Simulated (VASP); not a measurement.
## CoO: single point with LDA

CoO:

```
CELL_PARAMETERS angstrom
1.60222 0.92504 5.13294
-1.60222 0.92504 5.13294
0.00000 -1.85008 5.13294
ATOMIC_POSITIONS crystal
Co 0.99949 0.99949 0.99949
Co 0.49949 0.49949 0.49949
O 0.37550 0.37550 0.37550
O 0.87553 0.87553 0.87553
```

```yaml
Program: VASP 6.6.1
Task: single point
Functional: LDA
Potentials_or_basis: VASP PAW LDA potentials, release 64 (Co, O)
Cutoff: 520 eV
k_mesh: 6 × 6 × 6
Occupations: gaussian, width 0.1 eV
Spin: collinear spin, antiferromagnetic start
Starting_moments: "[-3.0, 3.0, 0.0, 0.0] μB"
Dipole_correction: no
Further_INCAR_settings: ALGO = Normal; EDIFF = 1e-06; NBANDS = 27
```

- Pressure: -19.2 GPa
- Largest force: 0.025 eV/Å
- Band gap on the k mesh: zero (filled and empty bands overlap)
- Net moment: 0.00 μB per cell
- Site moments: Co -1.94, +1.94; O -0.13, +0.13 μB
- Valence electrons inside the program's atomic spheres: Co 8.05; O 4.93

Forces in eV/Å, atoms in the order of the input:
```
Co   0.000  0.000  0.024
Co   0.000  0.000  0.021
O    0.000  0.000 -0.020
O    0.000  0.000 -0.025
```

Stress tensor (GPa, compression positive):
```
-19.06   0.00   0.00
  0.00 -19.06   0.00
  0.00   0.00 -19.52
```

Levels at points of the mesh, in eV from the Fermi level:
Spin up:
| k point | band 13 | band 14 | band 15 | band 16 | band 17 | band 18 |
| --- | --- | --- | --- | --- | --- | --- |
| (0.00, 0.00, 0.00) | -0.79 | -0.01 | -0.01 | 0.22 | 1.45 | 1.65 |
| (0.50, 0.00, 0.00) | -1.13 | -0.30 | -0.18 | 0.07 | 0.37 | 0.73 |
| (0.50, 0.50, 0.00) | -1.18 | -0.43 | -0.31 | -0.10 | 0.66 | 0.84 |
| (0.50, 0.50, 0.50) | -1.00 | 0.31 | 0.31 | 0.60 | 1.59 | 1.59 |
Spin down:
| k point | band 12 | band 13 | band 14 | band 15 | band 16 | band 17 | band 18 | band 19 |
| --- | --- | --- | --- | --- | --- | --- | --- | --- |
| (0.00, 0.00, 0.00) | -0.79 | -0.79 | -0.01 | -0.01 | 0.22 | 1.45 | 1.65 | 1.65 |
| (0.50, 0.00, 0.00) | -1.76 | -1.13 | -0.30 | -0.18 | 0.07 | 0.37 | 0.73 | 5.86 |
| (0.50, 0.50, 0.00) | -1.57 | -1.18 | -0.43 | -0.31 | -0.10 | 0.66 | 0.84 | 5.50 |
| (0.50, 0.50, 0.50) | -1.00 | -1.00 | 0.31 | 0.31 | 0.60 | 1.59 | 1.59 | 2.65 |

Run time: 2.8 min on 1 thread of AMD EPYC 9R45 96-Core Processor (Zen 5), on a shared host, peak memory 0.22 GiB.

Caveat: the k points lie up to 0.38 Å⁻¹ apart; semilocal functionals often make such compounds metallic where correlation or magnetic order opens a gap, which also shifts bond lengths. With open d or f shells a metallic result of LDA can be an artefact of self-interaction; +U or a hybrid may open a gap.
